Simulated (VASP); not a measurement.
# GeCN2 (R-3m) in VASP: further runs, part 2 of 2

VASP 6.6.1. Earlier steps stand in the parts before.

**3. Single point, LDA**

This run uses another cell than the first one, of the same volume but with other edges.

File INCAR:

```
ALGO     = Normal         # electronic algorithm
EDIFF    = 1E-6           # SCF threshold, eV
ENCUT    = 520            # plane-wave cutoff, eV
GGA      = CA             # functional
ISIF     = 2              # what is computed and relaxed
ISMEAR   = 0              # smearing method
LASPH    = T              # aspherical terms in the spheres
LCHARG   = F              # write CHGCAR
LREAL    = F              # projectors in reciprocal space
LWAVE    = F              # write WAVECAR
NBANDS   = 22             # bands
NELM     = 80             # most SCF steps
PREC     = Accurate       # precision mode
SIGMA    = 0.05           # smearing width, eV
```

File KPOINTS:

```
k-points
0
Gamma
  12 12 12
```

File POSCAR:

```
GeCN2
1.0
    1.6211123974      0.9359496790      5.4867924731
   -1.6211123974      0.9359496790      5.4867924731
    0.0000000000     -1.8718993581      5.4867924731
Ge C N
1 1 2
Direct
    0.0000000000      0.0000000000      0.0000000000
    0.5000000000      0.5000000000      0.5000000000
    0.4155196828      0.4155196828      0.4155196828
    0.5844803172      0.5844803172      0.5844803172
```

Potentials or basis: VASP PAW LDA potentials, release 64 (Ge_d, C, N).

Command:

```console
cat potpaw_LDA.64/Ge_d/POTCAR potpaw_LDA.64/C/POTCAR potpaw_LDA.64/N/POTCAR > POTCAR
mpirun -np 1 vasp_std > vasp.out
```

OUTCAR:

```text
EDIFF = 1E-6
   ENCUT = 520
   GGA = CA
   ISIF = 2
   ISMEAR = 0
   LASPH = T
   LREAL = F
   NELM = 80
   PREC = Accurate

 ion  position               nearest neighbor table
   1  0.000  0.000  0.000-   4 2.31   3 2.31   4 2.31   4 2.31   3 2.31   3 2.31
   2  0.500  0.500  0.500-   3 1.39   4 1.39
   3  0.416  0.416  0.416-   2 1.39   1 2.31   1 2.31   1 2.31
   4  0.584  0.584  0.584-   2 1.39   1 2.31   1 2.31   1 2.31

  LATTYP: Found a trigonal (rhomboedric) cell.
 ALAT       =     5.7973182464
 COS(alpha) =     0.8436125256

  Lattice vectors:

 A1 = (   1.6211123974,   0.9359496790,   5.4867924731)
 A2 = (  -1.6211123974,   0.9359496790,   5.4867924731)
 A3 = (   0.0000000000,  -1.8718993581,   5.4867924731)

Analysis of symmetry for initial positions (statically):
=====================================================================
 Subroutine PRICEL returns:
 Original cell was already a primitive cell.

 Routine SETGRP: Setting up the symmetry group for a
 trigonal (rhombohedral) supercell.

[... 169 lines left out ...]
  energy without entropy =      -30.60707458  energy(sigma->0) =      -30.60726454

 E-fermi :   4.4573     XC(G=0): -10.8419

 val. band max:        4.4412631294   @ k =  -0.4167   0.5000   0.3333
 cond. band min:       4.4906201687   @ k =   0.5000   0.5000   0.0833
 fundamental gap:      0.0493570392
 Fermi energy:         4.4572751955

 k-point     1 :       0.0000    0.0000    0.0000
  band No.  band energies     occupation
      1     -20.7975      2.00000
      2     -20.7975      2.00000
      3     -20.7562      2.00000
      4     -20.7350      2.00000
      5     -20.7350      2.00000
      6     -14.0781      2.00000
[... 589 lines left out ...]
     21      13.2289      0.00000
     22      15.1117      0.00000

 [... further k-points ...]

------------------------ aborting loop because EDIFF is reached ----------------------------------------

  FORCE on cell =-STRESS in cart. coord.  units (eV):
  Direction    XX          YY          ZZ          XY          YZ          ZX
  --------------------------------------------------------------------------------------
  -------------------------------------------------------------------------------------
  Total        0.6567950      0.6567950    -24.3406765      0.0000000      0.0000000      0.0000000
  in kB       21.0671116     21.0671116   -780.7424912      0.0000000      0.0000000      0.0000000
  external PRESSURE =    -246.2027560 kB  Pullay stress =       0.0000000 kB

 VOLUME and BASIS-vectors are now :
 -----------------------------------------------------------------------------
  energy-cutoff  :      520.00
  volume of cell :       49.95
      direct lattice vectors                 reciprocal lattice vectors
     1.621112397  0.935949679  5.486792473     0.308430187  0.178072252  0.060751948
    -1.621112397  0.935949679  5.486792473    -0.308430187  0.178072252  0.060751948
     0.000000000 -1.871899358  5.486792473     0.000000000 -0.356144503  0.060751948

 POSITION                                       TOTAL-FORCE (eV/Angst)
 -----------------------------------------------------------------------------------
      0.00000      0.00000      0.00000        -0.000000      0.000000      0.000000
      0.00000     -0.00000      8.23019         0.000000     -0.000000      0.000000
      0.00000     -0.00000      6.83961        -0.000000     -0.000000      6.399038
      0.00000     -0.00000      9.62077        -0.000000      0.000000     -6.399038
 -----------------------------------------------------------------------------------
    total drift:                                0.000000      0.000000     -0.000000

  FREE ENERGIE OF THE ION-ELECTRON SYSTEM (eV)
  ---------------------------------------------------
  free  energy   TOTEN  =       -30.6074545063 eV

  energy  without entropy=      -30.6070745756  energy(sigma->0) =      -30.60726454
```

OSZICAR:

```text
N       E                     dE             d eps       ncg     rms          rms(c)
DAV:   1     0.210165571105E+03    0.21017E+03   -0.13894E+04 10340   0.263E+03
DAV:   2    -0.183178057355E+01   -0.21200E+03   -0.19854E+03  9550   0.660E+02
DAV:   3    -0.313935111588E+02   -0.29562E+02   -0.29093E+02  9904   0.131E+02
DAV:   4    -0.325601761037E+02   -0.11667E+01   -0.11656E+01  9146   0.280E+01
DAV:   5    -0.325845777660E+02   -0.24402E-01   -0.24400E-01 10554   0.453E+00    0.854E+00
DAV:   6    -0.308259015094E+02    0.17587E+01   -0.77667E+00 11022   0.180E+01    0.433E+00
DAV:   7    -0.306514980546E+02    0.17440E+00   -0.14834E+00 10378   0.522E+00    0.232E+00
DAV:   8    -0.306163434174E+02    0.35155E-01   -0.13761E-01  9240   0.244E+00    0.111E+00
DAV:   9    -0.306076312101E+02    0.87122E-02   -0.14450E-02 10144   0.989E-01    0.183E-01
DAV:  10    -0.306074527763E+02    0.17843E-03   -0.18493E-03 10452   0.289E-01    0.695E-02
DAV:  11    -0.306074550958E+02   -0.23195E-05   -0.18107E-04 10266   0.113E-01    0.174E-02
DAV:  12    -0.306074545847E+02    0.51109E-06   -0.13894E-05 10318   0.535E-02    0.396E-03
DAV:  13    -0.306074545063E+02    0.78382E-07   -0.99334E-07  5460   0.669E-03
   1 F= -.30607455E+02 E0= -.30607265E+02  d E =-.379931E-03
```

stdout:

```text
POSCAR found type information on POSCAR GeC N
 POSCAR found :  3 types and       4 ions
 scaLAPACK will be used
 LDA part: xc-table for (Slater(with rela. corr.)+CA(PZ))
 , standard interpolation
 POSCAR, INCAR and KPOINTS ok, starting setup
 FFT: planning ... GRIDC
 FFT: planning ... GRID_SOFT
 FFT: planning ... GRID
 WAVECAR not read
 entering main loop
```

Run time: 6.3 min. Hardware: 1 thread of Intel Xeon Platinum 8488C (Sapphire Rapids), shared host; peak memory 0.39 GiB.

Results:

```
Free energy            : -30.6075 eV
Pressure               : -24.6 GPa
Largest force          : 6.399 eV/Å
Band gap on the k mesh : zero (bands 14 and 15 overlap by 0.10 eV)
```

Forces on the atoms (eV/Å):
```
Ge   0.000  0.000  0.000
C    0.000  0.000  0.000
N    0.000  0.000  6.399
N    0.000  0.000 -6.399
```

Caveat: the cell stands under tension; forces of over 1 eV/Å act on the atoms, so gaps and moduli don't describe the material at rest.

**4. Single point, LDA**

This run uses another cell than the first one, of the same volume but with other edges.

File INCAR:

```
PREC = Accurate ; ENCUT = 520
EDIFF = 1E-6 ; ISMEAR = 0
SIGMA = 0.05 ; LREAL = F
LASPH = T ; NELM = 60
ALGO = Normal ; ISIF = 2
LWAVE = F ; LCHARG = F
GGA = CA ; NBANDS = 22
```

File KPOINTS:

```
regular mesh
0
Gamma
  12 12 12
```

File POSCAR:

```
GeCN2
1.0
    1.8557104501      1.0713949279      4.1872063266
   -1.8557104501      1.0713949279      4.1872063266
    0.0000000000     -2.1427898558      4.1872063266
Ge C N
1 1 2
Direct
    0.0000000000      0.0000000000      0.0000000000
    0.5000000000      0.5000000000      0.5000000000
    0.4155196828      0.4155196828      0.4155196828
    0.5844803172      0.5844803172      0.5844803172
```

Potentials or basis: VASP PAW LDA potentials, release 64 (Ge_d, C, N).

Command:

```console
cat potpaw_LDA.64/Ge_d/POTCAR potpaw_LDA.64/C/POTCAR potpaw_LDA.64/N/POTCAR > POTCAR
mpirun -np 1 vasp_std > vasp.out
```

OUTCAR:

```text
PREC = Accurate
   ENCUT = 520
   EDIFF = 1E-6
   ISMEAR = 0
   LREAL = F
   LASPH = T
   NELM = 60
   ISIF = 2
   GGA = CA

 ion  position               nearest neighbor table
   1  0.000  0.000  0.000-
   2  0.500  0.500  0.500-   3 1.06   4 1.06
   3  0.416  0.416  0.416-   2 1.06
   4  0.584  0.584  0.584-   2 1.06

  LATTYP: Found a trigonal (rhomboedric) cell.
 ALAT       =     4.7036416942
 COS(alpha) =     0.6886979650

  Lattice vectors:

 A1 = (   1.8557104501,   1.0713949279,   4.1872063266)
 A2 = (  -1.8557104501,   1.0713949279,   4.1872063266)
 A3 = (   0.0000000000,  -2.1427898558,   4.1872063266)

Analysis of symmetry for initial positions (statically):
=====================================================================
 Subroutine PRICEL returns:
 Original cell was already a primitive cell.

 Routine SETGRP: Setting up the symmetry group for a
 trigonal (rhombohedral) supercell.

 Subroutine GETGRP returns: Found 12 space group operations
 (whereof 12 operations were pure point group operations)
 out of a pool of 12 trial point group operations.

The static configuration has the point symmetry D_3d.

Analysis of symmetry for dynamics (positions and initial velocities):
=====================================================================
 Subroutine PRICEL returns:
 Original cell was already a primitive cell.

 Routine SETGRP: Setting up the symmetry group for a
 trigonal (rhombohedral) supercell.

 Subroutine GETGRP returns: Found 12 space group operations
 (whereof 12 operations were pure point group operations)
 out of a pool of 12 trial point group operations.

The dynamic configuration has the point symmetry D_3d.

 Subroutine INISYM returns: Found 12 space group operations
 (whereof 12 operations are pure point group operations),
 and found     1 'primitive' translations

[... 114 lines left out ...]
   EFERMI_NEDOS =   21; number of points for ismear=-14 and -15
   IALGO  =     38    algorithm
   IMIX   =      4    mixing-type and parameters
     AMIX     =   0.40;   BMIX     =  1.00
     AMIX_MAG =   1.60;   BMIX_MAG =  1.00
  volume/ion in A,a.u.               =      12.49        84.27
  Fermi-wavevector in a.u.,A,eV,Ry     =   1.349840  2.550828 24.790749  1.822069
  Thomas-Fermi vector in A             =   2.477394
   LORBIT       =      0    0 simple, 1 ext, 2 COOP (PROOUT), +10 PAW based schemes
   GGA     = CA    functional components
   LHFCALC =     F    Hartree Fock is set to
   AEXX    =    0.0000 exact exchange contribution
   IVDW    =     0    specifies the selected vdW correction
   LEPSILON=     F    determine dielectric tensor
   LRPA    =     F    only Hartree local field effects (RPA)
 non-spin polarized calculation
 Gauss-broadening in eV      SIGMA  =   0.05
  energy-cutoff  :      520.00
  volume of cell :       49.95
 maximum number of plane-waves:      1358
   NGX = 17   NGY = 17   NGZ = 17

 number of electron      27.9999999 magnetization

 Free energy of the ion-electron system (eV)
  ---------------------------------------------------
  ext. energy  EPLUGINS =         0.00000000
  ---------------------------------------------------
  free energy    TOTEN  =       -28.42214903 eV

  energy without entropy =      -28.42136948  energy(sigma->0) =      -28.42175925

 E-fermi :   4.0209     XC(G=0): -10.4577

 val. band max:        4.0100268175   @ k =   0.5000   0.5000   0.0000
 cond. band min:       4.2029348410   @ k =  -0.4167   0.5000   0.4167
 fundamental gap:      0.1929080236
 Fermi energy:         4.0208965173

 k-point     1 :       0.0000    0.0000    0.0000
  band No.  band energies     occupation
      1     -20.7491      2.00000
      2     -20.7355      2.00000
      3     -20.7355      2.00000
      4     -20.7191      2.00000
      5     -20.7191      2.00000
      6     -16.7460      2.00000
[... 589 lines left out ...]
     21      14.7875      0.00000
     22      15.8998      0.00000

 [... further k-points ...]

------------------------ aborting loop because EDIFF is reached ----------------------------------------

  FORCE on cell =-STRESS in cart. coord.  units (eV):
  Direction    XX          YY          ZZ          XY          YZ          ZX
  --------------------------------------------------------------------------------------
  -------------------------------------------------------------------------------------
  Total       -1.6160897     -1.6160897     54.8286766      0.0000000      0.0000000      0.0000000
  in kB      -51.8370935    -51.8370935   1758.6642474      0.0000000      0.0000000      0.0000000
  external PRESSURE =     551.6633535 kB  Pullay stress =       0.0000000 kB

 VOLUME and BASIS-vectors are now :
 -----------------------------------------------------------------------------
  energy-cutoff  :      520.00
  volume of cell :       49.95
      direct lattice vectors                 reciprocal lattice vectors
     1.855710450  1.071394928  4.187206327     0.269438586  0.155560440  0.079607573
    -1.855710450  1.071394928  4.187206327    -0.269438586  0.155560440  0.079607573
     0.000000000 -2.142789856  4.187206327     0.000000000 -0.311120881  0.079607573

 POSITION                                       TOTAL-FORCE (eV/Angst)
 -----------------------------------------------------------------------------------
      0.00000      0.00000      0.00000        -0.000000      0.000000     -0.000000
      0.00000      0.00000      6.28081         0.000000     -0.000000     -0.000000
      0.00000      0.00000      5.21960        -0.000000      0.000000    -24.403012
      0.00000      0.00000      7.34202        -0.000000      0.000000     24.403012
 -----------------------------------------------------------------------------------
    total drift:                                0.000000      0.000000      0.000000

  FREE ENERGIE OF THE ION-ELECTRON SYSTEM (eV)
  ---------------------------------------------------
  free  energy   TOTEN  =       -28.4221490252 eV

  energy  without entropy=      -28.4213694811  energy(sigma->0) =      -28.42175925
```

It took 3.1 min on 1 thread of Intel Xeon Platinum 8488C (Sapphire Rapids), shared host; peak memory 0.32 GiB.

Results:

```yaml
Free_energy: -28.4221 eV
Pressure: 55.2 GPa
Largest_force: 24.403 eV/Å
Band_gap_on_the_k_mesh: zero (bands 14 and 15 overlap by 0.29 eV)
```

Forces in eV/Å, atoms in the order of the input:
```
Ge    0.000   0.000   0.000
C     0.000   0.000   0.000
N     0.000   0.000 -24.403
N     0.000   0.000  24.403
```

Levels at points of the mesh, in eV from the Fermi level:
```tsv
k point	band 10	band 11	band 12	band 13	band 14	band 15	band 16	band 17	band 18	band 19
(0.00, 0.00, 0.00)	-7.17	-4.76	-2.28	-2.28	-1.92	2.11	3.19	3.19	5.19	9.45
(0.50, 0.00, 0.00)	-7.21	-5.62	-3.73	-3.40	-3.38	2.39	6.04	6.22	6.57	7.19
(0.50, 0.50, 0.00)	-7.76	-6.77	-4.81	-1.72	-0.01	2.51	2.62	4.76	6.09	7.73
(0.50, 0.50, 0.50)	-7.21	-5.07	-2.33	-2.33	-1.11	-0.30	4.29	4.29	6.88	6.88
```

Caveat: the cell stands under pressure; forces of over 1 eV/Å act on the atoms, so gaps and moduli don't describe the material at rest.

**5. Single point, LDA**

This run uses another cell than the first one, of the same volume but with other edges.

File INCAR:

```
SYSTEM = GeCN2
  PREC = Accurate
  ENCUT = 520
  EDIFF = 1E-7
  ISMEAR = 0
  SIGMA = 0.05
  LREAL = .False.
  LASPH = .True.
  NELM = 100
  ALGO = Normal
  ISIF = 2
  LWAVE = .False.
  LCHARG = .False.
  GGA = CA
  NBANDS = 22
```

File KPOINTS:

```
Automatic mesh
0
Gamma
  12 12 12
  0 0 0
```

File POSCAR:

```
GeCN2
1.0
    1.5784315689      0.9113078912      5.7875302196
   -1.5784315689      0.9113078912      5.7875302196
    0.0000000000     -1.8226157824      5.7875302195
Ge C N
1 1 2
Direct
    0.0000000000      0.0000000000      0.0000000000
    0.5000000000      0.5000000000      0.5000000000
    0.4155196828      0.4155196828      0.4155196828
    0.5844803172      0.5844803172      0.5844803172
```

Command:

```console
cat potpaw_LDA.64/Ge_d/POTCAR potpaw_LDA.64/C/POTCAR potpaw_LDA.64/N/POTCAR > POTCAR
mpirun -np 1 vasp_std > vasp.out
```

It took 7 min on 1 thread of Intel Xeon Platinum 8488C (Sapphire Rapids), shared host; peak memory 0.4 GiB.

Results (log left out):

- Free energy: -29.0868 eV
- Pressure: -31.3 GPa
- Largest force: 6.811 eV/Å
- Band gap on the k mesh: zero (bands 14 and 15 overlap by 0.30 eV)

Forces in eV/Å, atoms in the order of the input:
```
Ge   0.000  0.000  0.000
C    0.000  0.000  0.000
N    0.000  0.000  6.811
N    0.000  0.000 -6.811
```

Stress tensor (GPa, compression positive):
```
  2.57   0.00   0.00
  0.00   2.57   0.00
  0.00   0.00 -99.02
```

Levels at points of the mesh, in eV from the Fermi level:
| k point | band 11 | band 12 | band 13 | band 14 | band 15 | band 16 | band 17 | band 18 |
| --- | --- | --- | --- | --- | --- | --- | --- | --- |
| (0.00, 0.00, 0.00) | -2.99 | -2.73 | -1.24 | -1.24 | 3.15 | 3.15 | 4.10 | 4.48 |
| (0.50, 0.00, 0.00) | -5.02 | -3.49 | -3.18 | -2.70 | 1.01 | 3.09 | 3.16 | 5.71 |
| (0.50, 0.50, 0.00) | -6.32 | -4.00 | -1.59 | -0.42 | -0.19 | 1.61 | 3.26 | 4.78 |
| (0.50, 0.50, 0.50) | -2.95 | -1.34 | -1.34 | -0.58 | 2.20 | 3.43 | 3.43 | 5.14 |

Caveat: the cell stands under tension; forces of over 1 eV/Å act on the atoms, so gaps and moduli don't describe the material at rest.

**6. Single point, LDA**

This run uses another cell than the first one, of the same volume but with other edges.

File INCAR:

```
SYSTEM = GeCN2
PREC     = Accurate       ! precision mode
ENCUT    = 520            ! plane-wave cutoff, eV
EDIFF    = 1E-7           ! SCF threshold, eV
ISMEAR   = 0              ! smearing method
SIGMA    = 0.05           ! smearing width, eV
LREAL    = .False.        ! projectors in reciprocal space
LASPH    = .True.         ! aspherical terms in the spheres
NELM     = 100            ! most SCF steps
ALGO     = Normal         ! electronic algorithm
ISIF     = 2              ! what is computed and relaxed
LWAVE    = .False.        ! write WAVECAR
LCHARG   = .True.         ! write CHGCAR
LELF     = .True.         ! ELF
LVHAR    = .True.       
NBANDS   = 22             ! bands
```

File KPOINTS:

```
regular mesh
0
Gamma
  12 12 12
  0 0 0
```

File POSCAR:

```
GeCN2
1.0
    1.7712407692      1.0226263349      4.5961012602
   -1.7712407692      1.0226263349      4.5961012602
    0.0000000000     -2.0452526698      4.5961012602
Ge C N
1 1 2
Direct
    0.0000000000      0.0000000000      0.0000000000
    0.5000000000      0.5000000000      0.5000000000
    0.4155196828      0.4155196828      0.4155196828
    0.5844803172      0.5844803172      0.5844803172
```

Potentials or basis: VASP PAW LDA potentials, release 64 (Ge_d, C, N).

Command:

```console
cat potpaw_LDA.64/Ge_d/POTCAR potpaw_LDA.64/C/POTCAR potpaw_LDA.64/N/POTCAR > POTCAR
mpirun -np 1 vasp_std > vasp.out
```

It took 5.2 min on 1 thread of Intel Xeon Platinum 8488C (Sapphire Rapids), shared host; peak memory 0.34 GiB.

Results (log left out):

| Item | Value |
| --- | --- |
| Free energy | -31.7722 eV |
| Pressure | 17.4 GPa |
| Largest force | 6.614 eV/Å |
| Band gap on the k mesh | 0.29 eV (least direct gap 1.06 eV) |

Forces on the atoms (eV/Å):
```
Ge   0.000  0.000  0.000
C    0.000  0.000  0.000
N    0.000  0.000 -6.614
N    0.000  0.000  6.614
```

Stress tensor (GPa, compression positive):
```
-1.51  0.00  0.00
 0.00 -1.51  0.00
 0.00  0.00 55.09
```

Levels at points of the mesh, in eV from the valence-band top:
| k point | band 12 | band 13 | band 14 | band 15 | band 16 | band 17 |
| --- | --- | --- | --- | --- | --- | --- |
| (0.00, 0.00, 0.00) | -2.44 | -2.44 | -1.74 | 2.20 | 3.19 | 3.19 |
| (0.50, 0.00, 0.00) | -4.30 | -3.90 | -3.36 | 2.70 | 5.27 | 5.70 |
| (0.50, 0.50, 0.00) | -5.68 | -2.17 | -0.05 | 2.00 | 2.42 | 4.17 |
| (0.50, 0.50, 0.50) | -2.51 | -2.51 | -0.79 | 0.29 | 4.66 | 4.66 |

Caveat: the cell stands under pressure; forces of over 1 eV/Å act on the atoms, so gaps and moduli don't describe the material at rest. A k mesh can miss the band edges.

**7. Summary**

```tsv
cell	gap on the mesh (eV)	pressure (GPa)	largest force (eV/Å)
a = 4.839 Å, angles 44.1°, 4 atoms	none	37.2	15.47
a = 5.797 Å, angles 32.5°, 4 atoms	none	-24.6	6.40
a = 4.704 Å, angles 46.5°, 4 atoms	none	55.2	24.40
a = 6.068 Å, angles 30.2°, 4 atoms	none	-31.3	6.81
a = 5.031 Å, angles 41.2°, 4 atoms	0.29	17.4	6.61
```

Alike in all rows: task single point; level LDA; potentials or basis VASP PAW LDA potentials, release 64 (Ge_d, C, N); no spin polarisation; k mesh 12 × 12 × 12; cutoff (eV) 520; smearing gaussian 0.05 eV.

Caveats: forces of over 1 eV/Å act on the atoms, so gaps and moduli don't describe the material at rest; the cell stands under pressure (at least some runs); the cell stands under tension (at least some runs).

Absolute energies hang on the potentials; compare differences alone.
